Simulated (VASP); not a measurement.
TaCo, 2 atoms in the cell. It takes space group Pm-3m (No. 221, cubic). The conventional cell has a = 2.993 Å, b = 2.993 Å, c = 2.993 Å, α = 90.00°, β = 90.00°, γ = 90.00°. Within 3.4 Å of Ta (site symmetry m-3m) lie 8 Co at 2.59 Å and 6 Ta at 2.99 Å. Within 3.4 Å of Co (site symmetry m-3m) lie 8 Ta at 2.59 Å and 6 Co at 2.99 Å. 

| Quantity | Value |
| --- | --- |
| Program | VASP 6.6.1 |
| Task | single point |
| Functional | LDA |
| Potentials or basis | VASP PAW LDA potentials, release 64 (Ta_pv, Co) |
| Cutoff | 520 eV |
| k mesh | 7 × 7 × 7 |
| Occupations | gaussian, width 0.05 eV |
| Spin | collinear spin, ferromagnetic start |
| Starting moments | [0.0, 2.5] μB |
| Dipole correction | no |
| Further INCAR settings | ALGO = Normal; EDIFF = 1e-07; NBANDS = 21 |

Potentials or basis: VASP PAW LDA potentials, release 64 (Ta_pv, Co).

Launch:

```sh
$ cat potpaw_LDA.64/Ta_pv/POTCAR potpaw_LDA.64/Co/POTCAR > POTCAR
$ mpirun -np 1 vasp_std > vasp.out
```

Hardware: 1 thread of Intel(R) Xeon(R) 6975P-C (Granite Rapids), with other jobs on the host.

How long does it take, and how much memory?

It took 10 s on 1 thread of Intel(R) Xeon(R) 6975P-C (Granite Rapids) (shared host), peak memory 0.15 GiB. Counts: scf iterations 16, k points 20.
